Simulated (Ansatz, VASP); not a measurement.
# Two plane-wave programs on K

INCAR

```
  PREC = Accurate
  ENCUT = 520
  EDIFF = 1E-6
  ISMEAR = -1
  SIGMA = 0.1
  LREAL = False
  LASPH = True
  NELM = 60
  ALGO = Normal
  ISIF = 2
  LWAVE = False
  LCHARG = False
  GGA = PE
  NBANDS = 26
```

Contents of KPOINTS:

```
Automatic mesh
0
Gamma
  9 9 3
```

POSCAR

```
K
1.0
    4.7776054871      0.0000000000      0.0000000000
   -2.3888027435      4.1375277211      0.0000000000
    0.0000000000      0.0000000000     15.5861966237
K
4
Direct
    1.0000000000      0.0000000000      0.0000000000
    1.0000000000      0.0000000000      0.5000000000
    0.3333333333      0.6666666667      0.2500000000
    0.6666666667      0.3333333333      0.7500000000
```

Input for Ansatz:

```yaml
crystal:
  lattice:
    - [4.7776054871, 0.0, 0.0]
    - [-2.3888027435, 4.1375277211, 0.0]
    - [0.0, 0.0, 15.5861966237]
  atoms:
    - { symbol: K, position: [1.0, 0.0, 0.0] }
    - { symbol: K, position: [1.0, 0.0, 0.5] }
    - { symbol: K, position: [0.3333333333, 0.6666666667, 0.25] }
    - { symbol: K, position: [0.6666666667, 0.3333333333, 0.75] }
hamiltonian:
  xc: pbe
  pseudopotentials:
    kind: paw
    azcp:
      K: "pseudopotentials/K.paw.azcp"
basis:
  ecutwfc: 420
  fft_grid_basis: typed
kpoints:
  mp_grid: { grid: [9, 9, 3], shift: [0, 0, 0] }
magnetization:
  spin_polarized: false
scf:
  occupations: { method: fermi_dirac, width: 0.1 }
  lower_state_search: "off"
output:
  stress: true
```

Alike in both runs: task single point; functional PBE; k mesh 9 × 9 × 3; occupations fermi-dirac, width 0.1 eV; no spin polarisation.

|  | VASP | Ansatz |
| --- | --- | --- |
| version | VASP 6.6.1 | Ansatz 0.2.0 |
| potentials or method | VASP PAW PBE potentials, release 64 (K_sv), cutoff 520 eV | plane waves (420 eV) with PAW, scalar-relativistic |
| valence electrons in the cell | 36 | 36 |

```csv
,VASP,Ansatz,Ansatz less VASP
pressure (GPa),-0.1,-0.1,+0.01
```
